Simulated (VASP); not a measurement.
# SiC (Moissanite 3C) (F-43m) in VASP: a series of runs

Aim: see how the results for SiC (Moissanite 3C) move with the level of theory and the settings. Levels: LDA, PBE+D3(BJ). Tasks: single point.

Program: VASP 6.6.1. These are calculated values, not measurements. Logs are shortened: lines on timing, memory, paths and dates and some standing lists are left out, and cuts for length are marked.

**The experiment to reproduce.**

“Insight into the structural, elastic and electronic properties of a new orthorhombic 6O-SiC polytype”, 2020, pmc:7200658 quotes, for a bulk crystal of SiC: band gap 2.4 eV (indirect).

The results are compared with them further down.

**1. The cell of the first run**

It takes space group F-43m (No. 216, cubic). Conventional cell: a = 4.329 Å, b = 4.329 Å, c = 4.329 Å, α = 90.00°, β = 90.00°, γ = 90.00°. Si (site symmetry -43m) has 4 C at 1.87 Å within 2.5 Å. Within 2.5 Å of C (site symmetry -43m) lie 4 Si at 1.87 Å.

**2. Single point, LDA**

Input file INCAR:

```
  PREC = Accurate
  ENCUT = 600
  EDIFF = 1E-6
  ISMEAR = -1
  SIGMA = 0.05
  LREAL = False
  LASPH = True
  NELM = 120
  ALGO = Normal
  ISIF = 2
  LWAVE = False
  LCHARG = True
  GGA = CA
  LELF = True
  LVHAR = True
  NBANDS = 11
  GGA_COMPAT = False
```

Input file KPOINTS:

```
regular mesh
0
Gamma
  10 10 10
```

Input file POSCAR:

```
SiC
1.0
    0.0000000000      2.1644840969      2.1644840969
    2.1644840969      0.0000000000      2.1644840969
    2.1644840969      2.1644840969      0.0000000000
Si C
1 1
Direct
    0.0000000000      0.0000000000      0.0000000000
    0.7500000000      0.7500000000      0.7500000000
```

Potentials or basis: VASP PAW LDA potentials, release 64 (Si, C).

Started as:

```bash
$ cat potpaw_LDA.64/Si/POTCAR potpaw_LDA.64/C/POTCAR > POTCAR
$ mpirun -np 1 vasp_std > vasp.out
```

OUTCAR:

```text
PREC = Accurate
   ENCUT = 600
   EDIFF = 1E-6
   ISMEAR = -1
   LREAL = False
   LASPH = True
   NELM = 120
   ISIF = 2
   GGA = CA

 ion  position               nearest neighbor table
   1  0.000  0.000  0.000-   2 1.87   2 1.87   2 1.87   2 1.87
   2  0.750  0.750  0.750-   1 1.87   1 1.87   1 1.87   1 1.87

  LATTYP: Found a face centered cubic cell.
 ALAT       =     4.3289681938

  Lattice vectors:

 A1 = (   0.0000000000,   2.1644840969,   2.1644840969)
 A2 = (   2.1644840969,   0.0000000000,   2.1644840969)
 A3 = (   2.1644840969,   2.1644840969,   0.0000000000)

Analysis of symmetry for initial positions (statically):
=====================================================================
 Subroutine PRICEL returns:
 Original cell was already a primitive cell.

 Routine SETGRP: Setting up the symmetry group for a
 face centered cubic supercell.

 Subroutine GETGRP returns: Found 24 space group operations
 (whereof 24 operations were pure point group operations)
 out of a pool of 48 trial point group operations.

The static configuration has the point symmetry T_d .

Analysis of symmetry for dynamics (positions and initial velocities):
=====================================================================
 Subroutine PRICEL returns:
 Original cell was already a primitive cell.

 Routine SETGRP: Setting up the symmetry group for a
 face centered cubic supercell.

 Subroutine GETGRP returns: Found 24 space group operations
 (whereof 24 operations were pure point group operations)
 out of a pool of 48 trial point group operations.

The dynamic configuration has the point symmetry T_d .

 Subroutine INISYM returns: Found 24 space group operations
 (whereof 24 operations are pure point group operations),
 and found     1 'primitive' translations

----------------------------------------------------------------------------------------

                                     Primitive cell

  volume of cell :      20.2812

  direct lattice vectors                    reciprocal lattice vectors
     0.000000000  2.164484097  2.164484097    -0.231001928  0.231001928  0.231001928
     2.164484097  0.000000000  2.164484097     0.231001928 -0.231001928  0.231001928
     2.164484097  2.164484097  0.000000000     0.231001928  0.231001928 -0.231001928

  length of vectors
     3.061042765  3.061042765  3.061042765     0.400107076  0.400107076  0.400107076

  position of ions in fractional coordinates (direct lattice)
     0.000000000  0.000000000  0.000000000
     0.750000000  0.750000000  0.750000000

  ion indices of the primitive-cell ions
   primitive index   ion index
                 1           1
                 2           2

----------------------------------------------------------------------------------------

 KPOINTS: regular mesh

Automatic generation of k-mesh.
 Grid dimensions read from file:
 generate k-points for:   10   10   10

 Generating k-lattice:

  Cartesian coordinates                     Fractional coordinates (reciprocal lattice)
    -0.023100193  0.023100193  0.023100193     0.100000000  0.000000000  0.000000000
     0.023100193 -0.023100193  0.023100193     0.000000000  0.100000000  0.000000000
     0.023100193  0.023100193 -0.023100193     0.000000000  0.000000000  0.100000000

  Length of vectors
     0.040010708  0.040010708  0.040010708

  Shift w.r.t. Gamma in fractional coordinates (k-lattice)
     0.000000000  0.000000000  0.000000000

 Subroutine IBZKPT returns following result:
 ===========================================

 Found     47 irreducible k-points:

 Following reciprocal coordinates:
            Coordinates               Weight
  0.000000  0.000000  0.000000      1.000000
  0.100000  0.000000  0.000000      8.000000
  0.200000  0.000000  0.000000      8.000000
  0.300000  0.000000  0.000000      8.000000
  0.400000  0.000000  0.000000      8.000000
  0.500000  0.000000  0.000000      4.000000
[... 16 lines left out ...]
  0.300000  0.300000  0.000000      6.000000
  0.400000  0.300000  0.000000     24.000000
 [... further k-points ...]
   k-points           NKPTS =     47   k-points in BZ     NKDIM =     47   number of bands    NBANDS=     11
   number of dos      NEDOS =    301   number of ions     NIONS =      2
   total plane-waves  NPLWV =  13824
   dimension x,y,z NGX =    24 NGY =   24 NGZ =   24
   dimension x,y,z NGXF=    48 NGYF=   48 NGZF=   48
   ions per type =               1   1
   NGX,Y,Z   is equivalent  to a cutoff of  13.03, 13.03, 13.03 a.u.
   NGXF,Y,Z  is equivalent  to a cutoff of  26.07, 26.07, 26.07 a.u.
 SYSTEM =  unknown system
   PREC   = accura    normal or accurate (medium, high low for compatibility)
   ISTART =      0    job   : 0-new  1-cont  2-samecut
   ICHARG =      2    charge: 1-file 2-atom 10-const
   ISPIN  =      1    spin polarized calculation?
   LNONCOLLINEAR =      F non collinear calculations
   LSORBIT =      F    spin-orbit coupling
   LASPH  =      T    aspherical Exc in radial PAW
   ENCUT  =  600.0 eV  44.10 Ry    6.64 a.u.   6.11  6.11  6.11*2*pi/ulx,y,z
   NELM   =    120;   NELMIN=  2; NELMDL= -5     # of ELM steps
   EDIFF  = 0.1E-05   stopping-criterion for ELM
   LREAL  =      F    real-space projection
   EDIFFG = 0.1E-04   stopping-criterion for IOM
   NSW    =      0    number of steps for IOM
   IBRION =     -1    ionic relax: 0-MD 1-quasi-New 2-CG
   NFREE  =      0    steps in history (QN), initial steepest desc. (CG)
   ISIF   =      2    stress and relaxation
   ISYM   =      2    0-nonsym 1-usesym 2-fastsym
   POTIM  = 0.5000    time-step for ionic-motion
   TEBEG  =    0.0;   TEEND  =   0.0 temperature during run
   PSTRESS=    0.0 pullay stress
   NELECT =       8.0000    total number of electrons
   NUPDOWN=      -1.0000    fix difference up-down
   EMIN   =  10.00;   EMAX   =-10.00  energy-range for DOS
   EFERMI =   0.00;   METHOD = LEGACY
   ISMEAR =    -1;   SIGMA  =   0.05  broadening in eV -4-tet -1-fermi 0-gaus
   EFERMI_NEDOS =   21; number of points for ismear=-14 and -15
   IALGO  =     38    algorithm
   IMIX   =      4    mixing-type and parameters
     AMIX     =   0.40;   BMIX     =  1.00
     AMIX_MAG =   1.60;   BMIX_MAG =  1.00
  volume/ion in A,a.u.               =      10.14        68.43
  Fermi-wavevector in a.u.,A,eV,Ry     =   1.200624  2.268851 19.612778  1.441498
  Thomas-Fermi vector in A             =   2.336455
   LORBIT       =      0    0 simple, 1 ext, 2 COOP (PROOUT), +10 PAW based schemes
   GGA     = CA    functional components
   LHFCALC =     F    Hartree Fock is set to
   AEXX    =    0.0000 exact exchange contribution
   IVDW    =     0    specifies the selected vdW correction
   LEPSILON=     F    determine dielectric tensor
   LRPA    =     F    only Hartree local field effects (RPA)
 non-spin polarized calculation
  energy-cutoff  :      600.00
  volume of cell :       20.28
 maximum number of plane-waves:       700
   NGX = 13   NGY = 13   NGZ = 13

 number of electron       8.0000000 magnetization

 Free energy of the ion-electron system (eV)
  ---------------------------------------------------
  ext. energy  EPLUGINS =         0.00000000
  ---------------------------------------------------
  free energy    TOTEN  =       -16.64463006 eV

  energy without entropy =      -16.64463003  energy(sigma->0) =      -16.64463004

 E-fermi :   8.9542     XC(G=0): -11.6421

 val. band max:        8.2905590907   @ k =   0.0000   0.0000   0.0000
 cond. band min:       9.5783131063   @ k =   0.5000   0.5000   0.0000
 fundamental gap:      1.2877540156
 Fermi energy:         8.9542197182

 k-point     1 :       0.0000    0.0000    0.0000
  band No.  band energies     occupation
      1      -7.1826      2.00000
      2       8.2906      2.00000
      3       8.2906      2.00000
      4       8.2906      2.00000
      5      14.8188      0.00000
      6      15.6217      0.00000
      7      15.6217      0.00000
      8      15.6217      0.00000
      9      22.8675      0.00000
     10      22.8675      0.00000
     11      24.7746      0.00000

 k-point     2 :       0.1000    0.0000    0.0000
  band No.  band energies     occupation
      1      -6.9835      2.00000
      2       7.2895      2.00000
      3       8.1555      2.00000
      4       8.1555      2.00000
      5      14.9889      0.00000
      6      15.8667      0.00000
      7      15.8667      0.00000
      8      15.9595      0.00000
      9      21.8891      0.00000
     10      21.8891      0.00000
     11      24.5294      0.00000

 k-point     3 :       0.2000    0.0000    0.0000
  band No.  band energies     occupation
      1      -6.3942      2.00000
      2       5.1613      2.00000
      3       7.8462      2.00000
      4       7.8462      2.00000
      5      14.6293      0.00000
      6      16.2223      0.00000
      7      16.2223      0.00000
      8      17.1801      0.00000
      9      21.2112      0.00000
     10      21.2112      0.00000
     11      23.6642      0.00000

 k-point     4 :       0.3000    0.0000    0.0000
  band No.  band energies     occupation
      1      -5.4480      2.00000
      2       2.8194      2.00000
      3       7.5282      2.00000
      4       7.5282      2.00000
      5      14.2173      0.00000
      6      16.0666      0.00000
      7      16.0666      0.00000
      8      18.0920      0.00000
      9      22.0440      0.00000
     10      22.0440      0.00000
     11      23.4252      0.00000
[... 239 lines left out ...]
 k-point    22 :      -0.2000    0.2000    0.0000
  band No.  band energies     occupation
      1      -5.1312      2.00000
      2       3.4983      2.00000
      3       5.0159      2.00000
      4       7.6411      2.00000
      5      14.8545      0.00000
      6      16.4070      0.00000
      7      16.6834      0.00000
      8      17.5029      0.00000
      9      19.8250      0.00000
     10      23.7098      0.00000
     11      27.5525      0.00000

 k-point    23 :       0.3000    0.3000    0.0000
  band No.  band energies     occupation
      1      -4.8613      2.00000
      2       3.9794      2.00000
      3       5.8921      2.00000
      4       5.8921      2.00000
      5      11.4166      0.00000
      6      13.8634      0.00000
      7      19.8658      0.00000
      8      19.8658      0.00000
      9      20.8212      0.00000
     10      25.4664      0.00000
     11      30.0669      0.00000

 k-point    24 :       0.4000    0.3000    0.0000
  band No.  band energies     occupation
      1      -3.9671      2.00000
      2       2.7335      2.00000
      3       5.0849      2.00000
      4       5.6265      2.00000
      5      11.1094      0.00000
      6      13.8760      0.00000
      7      19.9892      0.00000
      8      20.2580      0.00000
      9      22.1107      0.00000
     10      26.4381      0.00000
     11      29.7130      0.00000

 [... further k-points ...]
[... 5 lines left out ...]
  --------------------------------------------------------------------------------------
  -------------------------------------------------------------------------------------
  Total        0.0329959      0.0329959      0.0329959      0.0000000     -0.0000000      0.0000000
  in kB        2.6066165      2.6066165      2.6066165      0.0000000     -0.0000000      0.0000000
  external PRESSURE =       2.6066165 kB  Pullay stress =       0.0000000 kB

 VOLUME and BASIS-vectors are now :
 -----------------------------------------------------------------------------
  energy-cutoff  :      600.00
  volume of cell :       20.28
      direct lattice vectors                 reciprocal lattice vectors
     0.000000000  2.164484097  2.164484097    -0.231001928  0.231001928  0.231001928
     2.164484097  0.000000000  2.164484097     0.231001928 -0.231001928  0.231001928
     2.164484097  2.164484097  0.000000000     0.231001928  0.231001928 -0.231001928

 POSITION                                       TOTAL-FORCE (eV/Angst)
 -----------------------------------------------------------------------------------
      0.00000      0.00000      0.00000        -0.000000     -0.000000     -0.000000
      3.24673      3.24673      3.24673         0.000000      0.000000      0.000000
 -----------------------------------------------------------------------------------
    total drift:                               -0.000000     -0.000000     -0.000000

  FREE ENERGIE OF THE ION-ELECTRON SYSTEM (eV)
  ---------------------------------------------------
  free  energy   TOTEN  =       -16.6446300579 eV

  energy  without entropy=      -16.6446300251  energy(sigma->0) =      -16.64463004
```

Run time: 15 s. Hardware: 1 thread of AMD EPYC 7R43 (Zen 3), shared host; peak memory 0.1 GiB.

What came out:

```yaml
Free_energy: -16.6446 eV
Pressure: 0.3 GPa
Band_gap_on_the_k_mesh: 1.29 eV, indirect (least direct gap 4.52 eV)
```

**3. Single point, PBE+D3(BJ)**

This run uses another cell than the first one, of 9.93 Å³/atom, 0.979 times its volume.

Input file INCAR:

```
PREC = Accurate
ENCUT = 600
EDIFF = 1E-6
ISMEAR = -1
SIGMA = 0.05
LREAL = F
LASPH = T
NELM = 120
ALGO = Normal
ISIF = 2
LWAVE = F
LCHARG = F
GGA = PE
IVDW = 12
NBANDS = 11
GGA_COMPAT = F
```

Input file KPOINTS:

```
Automatic mesh
0
Gamma
  10 10 10
```

Input file POSCAR:

```
SiC
1.0
    0.0000000000      2.1495504440      2.1495504440
    2.1495504440      0.0000000000      2.1495504440
    2.1495504440      2.1495504440      0.0000000000
Si C
1 1
Direct
    0.0000000000      0.0000000000      0.0000000000
    0.7500000000      0.7500000000      0.7500000000
```

Potentials or basis: VASP PAW PBE potentials, release 64 (Si, C).

Started as:

```bash
$ cat potpaw_PBE.64/Si/POTCAR potpaw_PBE.64/C/POTCAR > POTCAR
$ mpirun -np 1 vasp_std > vasp.out
```

Wall time 14 s (1 thread of AMD EPYC 7R43 (Zen 3), shared host); peak memory 0.11 GiB.

It converged, with:

```yaml
Free_energy: -15.6450 eV
Pressure: 7.9 GPa
Band_gap_on_the_k_mesh: 1.32 eV, indirect (least direct gap 4.58 eV)
Dispersion_energy_per_atom: -0.314 eV
```

Levels at points of the mesh, in eV from the valence-band top:
| k point | band 1 | band 2 | band 3 | band 4 | band 5 | band 6 | band 7 | band 8 | band 9 |
| --- | --- | --- | --- | --- | --- | --- | --- | --- | --- |
| (0.00, 0.00, 0.00) | -15.73 | 0.00 | 0.00 | 0.00 | 6.71 | 7.60 | 7.60 | 7.60 | 14.75 |
| (0.50, 0.00, 0.00) | -12.01 | -8.76 | -1.06 | -1.06 | 5.81 | 7.40 | 7.40 | 10.28 | 16.70 |
| (0.50, 0.50, 0.00) | -10.51 | -7.93 | -3.26 | -3.26 | 1.32 | 4.47 | 14.52 | 14.52 | 15.34 |

A k mesh can miss the band edges. A hybrid or GW would open this gap; PBE tends to underestimate it.

**4. Single point, PBE+D3(BJ)**

Input file INCAR:

```
ALGO = Normal
EDIFF = 1E-6
ENCUT = 600
GGA = PE
GGA_COMPAT = False
ISIF = 2
ISMEAR = -1
IVDW = 12
LASPH = True
LCHARG = True
LELF = True
LREAL = False
LVHAR = True
LWAVE = False
NBANDS = 11
NELM = 120
PREC = Accurate
SIGMA = 0.05
```

Input file KPOINTS:

```
k-points
0
Gamma
  10 10 10
```

Input file POSCAR:

```
SiC
1.0
    0.0000000000      2.1643753983      2.1643753983
    2.1643753983      0.0000000000      2.1643753983
    2.1643753983      2.1643753983      0.0000000000
Si C
1 1
Direct
    0.0000000000      0.0000000000      0.0000000000
    0.7500000000      0.7500000000      0.7500000000
```

Potentials or basis: VASP PAW PBE potentials, release 64 (Si, C).

Started as:

```bash
$ cat potpaw_PBE.64/Si/POTCAR potpaw_PBE.64/C/POTCAR > POTCAR
$ mpirun -np 1 vasp_std > vasp.out
```

OUTCAR:

```text
EDIFF = 1E-6
   ENCUT = 600
   GGA = PE
   ISIF = 2
   ISMEAR = -1
   IVDW = 12
   LASPH = True
   LREAL = False
   NELM = 120
   PREC = Accurate
 IVDW          = 12

 ion  position               nearest neighbor table
   1  0.000  0.000  0.000-   2 1.87   2 1.87   2 1.87   2 1.87
   2  0.750  0.750  0.750-   1 1.87   1 1.87   1 1.87   1 1.87

  LATTYP: Found a face centered cubic cell.
 ALAT       =     4.3287507966

  Lattice vectors:

[... 521 lines left out ...]

------------------------ aborting loop because EDIFF is reached ----------------------------------------

 Edisp (eV)   -0.61453

 E8    (eV) :    -0.2309

  FORCE on cell =-STRESS in cart. coord.  units (eV):
  Direction    XX          YY          ZZ          XY          YZ          ZX
  --------------------------------------------------------------------------------------
  -------------------------------------------------------------------------------------
  Total       0.37131     0.37131     0.37131    -0.00000     0.00000    -0.00000
  in kB      29.33715    29.33715    29.33715    -0.00000     0.00000    -0.00000
  external pressure =       29.34 kB  Pullay stress =        0.00 kB

 VOLUME and BASIS-vectors are now :
 -----------------------------------------------------------------------------
  energy-cutoff  :      600.00
  volume of cell :       20.28
      direct lattice vectors                 reciprocal lattice vectors
     0.000000000  2.164375398  2.164375398    -0.231013530  0.231013530  0.231013530
     2.164375398  0.000000000  2.164375398     0.231013530 -0.231013530  0.231013530
     2.164375398  2.164375398  0.000000000     0.231013530  0.231013530 -0.231013530

 POSITION                                       TOTAL-FORCE (eV/Angst)
 -----------------------------------------------------------------------------------
      0.00000      0.00000      0.00000        -0.000000     -0.000000     -0.000000
      3.24656      3.24656      3.24656         0.000000      0.000000      0.000000
 -----------------------------------------------------------------------------------
    total drift:                               -0.000000     -0.000000     -0.000000

  FREE ENERGIE OF THE ION-ELECTRON SYSTEM (eV)
  ---------------------------------------------------
  free  energy   TOTEN  =       -15.6592861934 eV

  energy  without entropy=      -15.6592861728  energy(sigma->0) =      -15.65928618
```

OSZICAR:

```text
N       E                     dE             d eps       ncg     rms          rms(c)
DAV:   1     0.558993158963E+01    0.55899E+01   -0.43658E+03  1050   0.706E+02
DAV:   2    -0.163147949136E+02   -0.21905E+02   -0.21145E+02  1324   0.114E+02
DAV:   3    -0.169536884083E+02   -0.63889E+00   -0.63742E+00  1274   0.166E+01
DAV:   4    -0.169560940974E+02   -0.24057E-02   -0.24055E-02  1166   0.130E+00
DAV:   5    -0.169561046377E+02   -0.10540E-04   -0.10540E-04  1299   0.802E-02    0.902E+00
DAV:   6    -0.151085150368E+02    0.18476E+01   -0.65200E+00  1163   0.115E+01    0.401E+00
DAV:   7    -0.150525163377E+02    0.55999E-01   -0.41331E-01  1226   0.366E+00    0.181E+00
DAV:   8    -0.150445546253E+02    0.79617E-02   -0.20894E-02  1157   0.964E-01    0.172E-01
DAV:   9    -0.150446475493E+02   -0.92924E-04   -0.16537E-03  1272   0.233E-01    0.113E-01
DAV:  10    -0.150447545285E+02   -0.10698E-03   -0.23110E-04  1163   0.933E-02    0.269E-02
DAV:  11    -0.150447567826E+02   -0.22541E-05   -0.40448E-05  1241   0.336E-02    0.694E-03
DAV:  12    -0.150447571738E+02   -0.39123E-06   -0.18543E-06  1035   0.829E-03
   1 F= -.15659286E+02 E0= -.15659286E+02  d E =-.205522E-07
```

stdout:

```text
POSCAR found type information on POSCAR SiC
 POSCAR found :  2 types and       2 ions
 scaLAPACK will be used
 LDA part: xc-table for (Slater+PW92), standard interpolation
 POSCAR, INCAR and KPOINTS ok, starting setup
 FFT: planning ... GRIDC
 FFT: planning ... GRID_SOFT
 FFT: planning ... GRID
 WAVECAR not read
 entering main loop
```

Wall time 16 s (1 thread of AMD EPYC 7R43 (Zen 3), shared host); peak memory 0.11 GiB.

What came out:

```yaml
Free_energy: -15.6593 eV
Pressure: 2.9 GPa
Band_gap_on_the_k_mesh: 1.34 eV, indirect (least direct gap 4.56 eV)
Dispersion_energy_per_atom: -0.307 eV
```

(Part 1 of 2 ends here.)
